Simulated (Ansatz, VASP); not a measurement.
**TaH5 in VASP and in Ansatz**

INCAR

```
SYSTEM = TaH5
  PREC = Accurate
  ENCUT = 500
  EDIFF = 1E-7
  ISMEAR = 0
  SIGMA = 0.1
  LREAL = .False.
  LASPH = .True.
  NELM = 120
  ALGO = Normal
  ISIF = 3
  LWAVE = .False.
  LCHARG = .False.
  GGA = PE
  IBRION = 2
  NSW = 90
  EDIFFG = -0.04
  GGA_COMPAT = .False.
  NELMIN = 4
```

File KPOINTS:

```
regular mesh
0
Gamma
  6 6 6
  0 0 0
```

The input POSCAR:

```
TaH5
1.0
   -1.9374794900      2.5800728200      2.7552643900
    1.9374794900     -2.5800728200      2.7552643900
    1.9374794900      2.5800728200     -2.7552643900
Ta H
1 5
Direct
    0.0000000000      0.5000000000      0.5000000000
    0.7366126500      0.2366126500      0.5000000000
    0.2633873500      0.7633873500      0.5000000000
    0.0000000000      0.0000000000      0.0000000000
    0.5901049300      0.5901049300      0.0000000000
    0.4098950700      0.4098950700      0.0000000000
```

Input for Ansatz:

```yaml
crystal:
  lattice:
    - [-1.93747949, 2.58007282, 2.75526439]
    - [1.93747949, -2.58007282, 2.75526439]
    - [1.93747949, 2.58007282, -2.75526439]
  atoms:
    - { symbol: Ta, position: [0.0, 0.5, 0.5] }
    - { symbol: H, position: [0.73661265, 0.23661265, 0.5] }
    - { symbol: H, position: [0.26338735, 0.76338735, 0.5] }
    - { symbol: H, position: [0.0, 0.0, 0.0] }
    - { symbol: H, position: [0.59010493, 0.59010493, 0.0] }
    - { symbol: H, position: [0.40989507, 0.40989507, 0.0] }
basis:
  ecutwfc: 420
kpoints:
  mp_grid: { grid: [6, 6, 6] }
hamiltonian:
  xc: pbe
scf:
  occupations: { method: gaussian, width: 0.1 }
  lower_state_search: "off"
output:
  forces: true
  stress: true
  eigenvalues: true
relax:
  adjacent_minimum: "off"
  f_tol: 0.04
  max_steps: 70
  cell: { stress_tol: 0.4 }
```

Alike in both runs: task relaxation of cell and atoms; functional PBE; k mesh 6 × 6 × 6; occupations gaussian, width 0.1 eV; no spin polarisation.

|  | VASP | Ansatz |
| --- | --- | --- |
| version | VASP 6.6.1 | Ansatz 0.2.0 |
| potentials or method | VASP PAW PBE potentials, release 64 (Ta_sv_GW, H), cutoff 500 eV | scalar-relativistic, plane waves, PAW |
| valence electrons in the cell | 18 | 18 |

|  | VASP | Ansatz | Ansatz less VASP |
| --- | --- | --- | --- |
| gap on the k mesh at the Fermi level, each at its own relaxed structure (eV) | none | none | - |
| relaxed volume (Å³/atom) | 6.97 | 9.56 | +2.587 |
| relaxed length of the cell vector where the two differ most in proportion (Å) | 4.287 | 5.830 | +1.5435 |

A gap of «none» marks a metal or a gap that the smearing closes. One of these differences is far larger than is usual between the two programs; its cause wasn't traced.

Spin-orbit coupling is off throughout. Noted on VASP's run: the volume moved by over 15 % at a fixed basis, so the end points are rough.
